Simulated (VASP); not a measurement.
Write the native input for VASP 6.6.1 that does the following.

```yaml
Task: single point
Functional: PBEsol
Potentials_or_basis: VASP PAW PBE potentials, release 64 (Hf_pv)
Cutoff: 520 eV
k_mesh: 18 × 18 × 18
Occupations: gaussian, width 0.15 eV
Spin: no spin polarisation
Dipole_correction: no
Further_INCAR_settings: ALGO = Normal; EDIFF = 1e-06; NBANDS = 11
```

The structure of Hf lies in POSCAR:

```
Hf
1.0
   -1.7779250000      1.7779250000      1.8050000000
    1.7779250000     -1.7779250000      1.8050000000
    1.7779250000      1.7779250000     -1.8050000000
Hf
1
Direct
    0.0000000000      0.0000000000      0.0000000000
```

This cell differs from its parent crystal: strain -0.015 along x and y, +0.000 along z.

These files were run (other wordings do the same):

INCAR

```
SYSTEM = Hf
PREC = Accurate
ENCUT = 520
EDIFF = 1E-6
ISMEAR = 0
SIGMA = 0.15
LREAL = .FALSE.
LASPH = .TRUE.
NELM = 80
ALGO = Normal
ISIF = 2
LWAVE = .FALSE.
LCHARG = .TRUE.
GGA = PS
LELF = .TRUE.
LVHAR = .TRUE.
NBANDS = 11
```

KPOINTS

```
Automatic mesh
0
G
  18 18 18
  0 0 0
```

Potentials or basis: VASP PAW PBE potentials, release 64 (Hf_pv).

Command:

```console
$ cat potpaw_PBE.64/Hf_pv/POTCAR > POTCAR
$ mpirun -np 1 vasp_std > vasp.out
```

Results of the run:

- Pressure: -6.9 GPa
- Band gap on the k mesh: zero (bands 5 and 6 overlap by 2.14 eV)

Caveat: the cell differs from its parent crystal (strain -0.015 along x and y, +0.000 along z); the cell stands under tension; the PAW data sets were made with another functional, which shifts forces and pressure a little; spin-orbit coupling is left out, which moves the levels of the heavy elements.

Wall time 2.4 min on 1 thread of Intel Xeon 8259CL, on a shared host, peak memory 0.24 GiB.
